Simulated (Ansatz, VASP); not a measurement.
One calculation of Al, two programs

```
Al
1.0
     0.00000    2.00129    2.00129
     2.00129    0.00000    2.00129
     2.00129    2.00129    0.00000
Al
1
Direct
  0.00000 0.00000 0.00000
```

Alike in both runs: functional PBEsol; k mesh 10 × 10 × 10; occupations gaussian, width 0.1 eV; no spin polarisation.

Ansatz relaxed the structure, and its values are those at the end. VASP's run is a single point on that final structure, the one shown.

```csv
,VASP,Ansatz
version,VASP 6.6.1,Ansatz 0.2.0
potentials or method,"VASP PAW PBE potentials, release 64 (Al), cutoff 520 eV","scalar-relativistic, plane waves, PAW"
valence electrons in the cell,3,3
```

|  | VASP | Ansatz | Ansatz less VASP |
| --- | --- | --- | --- |
| gap on the k mesh at the Fermi level (eV) | none | none | - |
| pressure (GPa) | 0.5 | 0.5 | -0.06 |

VASP's potentials were made for PBE, not for PBEsol. A gap of «none» marks a metal or a gap that the smearing closes.
